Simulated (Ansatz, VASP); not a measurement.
**NaCl in VASP and in Ansatz**

INCAR

```
SYSTEM = NaCl
  PREC = Accurate
  ENCUT = 520
  EDIFF = 1E-6
  ISMEAR = 0
  SIGMA = 0.02
  LREAL = .False.
  LASPH = .True.
  NELM = 100
  ALGO = Normal
  ISIF = 2
  LWAVE = .False.
  LCHARG = .False.
  GGA = PS
  NBANDS = 14
```

File KPOINTS:

```
Automatic mesh
0
Gamma
  8 8 8
  0 0 0
```

POSCAR

```
NaCl
1.0
    0.0000000000      2.8450309075      2.7600784075
    2.8450309075      0.0000000000      2.7600784075
    2.8450309075      2.8450309075      0.0000000000
Na Cl
1 1
Direct
    0.0000000000      0.0000000000      0.0000000000
    0.5000000000      0.5000000000      0.5000000000
```

Input for Ansatz:

```yaml
crystal:
  lattice:
    - [0.0, 2.8450309075, 2.7600784075]
    - [2.8450309075, 0.0, 2.7600784075]
    - [2.8450309075, 2.8450309075, 0.0]
  atoms:
    - { symbol: Na, position: [0.0, 0.0, 0.0] }
    - { symbol: Cl, position: [0.5, 0.5, 0.5] }
basis:
  ecutwfc: 420
kpoints:
  mp_grid: { grid: [8, 8, 8] }
hamiltonian:
  xc: pbesol
scf:
  occupations: { method: gaussian, width: 0.02 }
output:
  forces: true
  stress: true
  eigenvalues: true
```

Alike in both runs: task single point; functional PBEsol; k mesh 8 × 8 × 8; occupations gaussian, width 0.02 eV; no spin polarisation.

```csv
,VASP,Ansatz
version,VASP 6.6.1,Ansatz 0.2.0
potentials or method,"VASP PAW PBE potentials, release 64 (Na_pv, Cl), cutoff 520 eV","scalar-relativistic, plane waves, PAW"
valence electrons in the cell,14,16
```

```tsv
	VASP	Ansatz	Ansatz less VASP
gap on the k mesh at the Fermi level (eV)	4.94	4.94	+0.004
least direct gap on the mesh (eV)	4.94	4.94	+0.004
pressure (GPa)	-0.3	-0.3	-0.02
traceless stress, the component that is largest in VASP (GPa)	0.86	0.85	-0.015
```

VASP's potentials were made for PBE, not for PBEsol. VASP's potentials hold 14 valence electrons a cell and Ansatz's 16, so a difference there can come from the potentials and not from the codes.
